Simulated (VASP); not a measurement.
KHf3O, 5 atoms in the cell. Symmetry: Immm, No. 71, orthorhombic system. Conventional cell: a = 5.572 Å, b = 5.872 Å, c = 7.059 Å, α = 90.00°, β = 90.00°, γ = 90.00°. Within 3.7 Å of K (site symmetry mmm) lie 10 Hf at 2.79 to 3.37 Å and 2 O at 2.94 Å. Within 2.2 Å of Hf (site symmetry mm2) lie 1 O at 1.65 Å and 1 Hf at 1.88 Å. Within 2.5 Å of Hf (site symmetry mmm) lie 2 Hf at 1.88 Å. O (site symmetry mmm) has 2 Hf at 1.65 Å within 2.2 Å. The cell was built from a structure type or drawn by symmetry, and may not be a known phase.

- Program: VASP 6.6.1
- Task: single point
- Functional: PBE
- Potentials or basis: VASP PAW PBE potentials, release 64 (K_sv, Hf_pv, O)
- Cutoff: 520 eV
- k mesh: 4 × 4 × 4
- Occupations: gaussian, width 0.1 eV
- Spin: no spin polarisation
- Dipole correction: no
- Further INCAR settings: ALGO = Normal; EDIFF = 1e-06; NBANDS = 30

Potentials or basis: VASP PAW PBE potentials, release 64 (K_sv, Hf_pv, O).

Run with:

```sh
$ cat potpaw_PBE.64/K_sv/POTCAR potpaw_PBE.64/Hf_pv/POTCAR potpaw_PBE.64/O/POTCAR > POTCAR
$ mpirun -np 1 vasp_std > vasp.out
```

Hardware: 1 thread of Intel Xeon 6455B, with other jobs on the host.

Task: How long does it take, and how much memory?

Result: It took 73 s on 1 thread of Intel Xeon 6455B, on a shared host, peak memory 0.27 GiB. Counts: scf iterations 15, k points 18.
